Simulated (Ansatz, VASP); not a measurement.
## Bi in VASP and in Ansatz

Contents of INCAR:

```
ALGO = Fast
EDIFF = 1E-6
ENCUT = 520
GGA = PE
ISIF = 2
ISMEAR = 0
IVDW = 12
LASPH = T
LCHARG = F
LREAL = F
LWAVE = F
NBANDS = 14
NELM = 100
PREC = Accurate
SIGMA = 0.15
```

The input KPOINTS:

```
k-points
0
Gamma
  18 18 18
```

The input POSCAR:

```
Bi
1.0
   -1.7685320156      1.7685320156      2.2129641111
    1.7685320156     -1.7685320156      2.2129641111
    1.7685320156      1.7685320156     -2.2129641111
Bi
1
Direct
    0.0000000000      0.0000000000      0.0000000000
```

Input for Ansatz:

```yaml
crystal:
  lattice:
    - [-1.7685320156, 1.7685320156, 2.2129641111]
    - [1.7685320156, -1.7685320156, 2.2129641111]
    - [1.7685320156, 1.7685320156, -2.2129641111]
  atoms:
    - { symbol: Bi, position: [0.0, 0.0, 0.0] }
basis:
  ecutwfc: 420
kpoints:
  mp_grid: { grid: [18, 18, 18] }
hamiltonian:
  xc: pbe
  dispersion: d3bj
scf:
  occupations: { method: gaussian, width: 0.15 }
output:
  forces: true
  stress: true
  eigenvalues: true
```

Alike in both runs: task single point; functional PBE; dispersion D3(BJ); k mesh 18 × 18 × 18; occupations gaussian, width 0.15 eV; no spin polarisation.

```csv
,VASP,Ansatz
version,VASP 6.6.1,Ansatz 0.2.0
potentials or method,"VASP PAW PBE potentials, release 64 (Bi_d), cutoff 520 eV","scalar-relativistic, plane waves, PAW"
valence electrons in the cell,15,15
```

|  | VASP | Ansatz | Ansatz less VASP |
| --- | --- | --- | --- |
| gap on the k mesh at the Fermi level (eV) | none | none | - |
| pressure (GPa) | 6.3 | 6.3 | +0.06 |
| traceless stress, the component that is largest in VASP (GPa) | -1.32 | -1.32 | -0.005 |

A gap of «none» marks a metal or a gap that the smearing closes.

Spin-orbit coupling is off throughout.
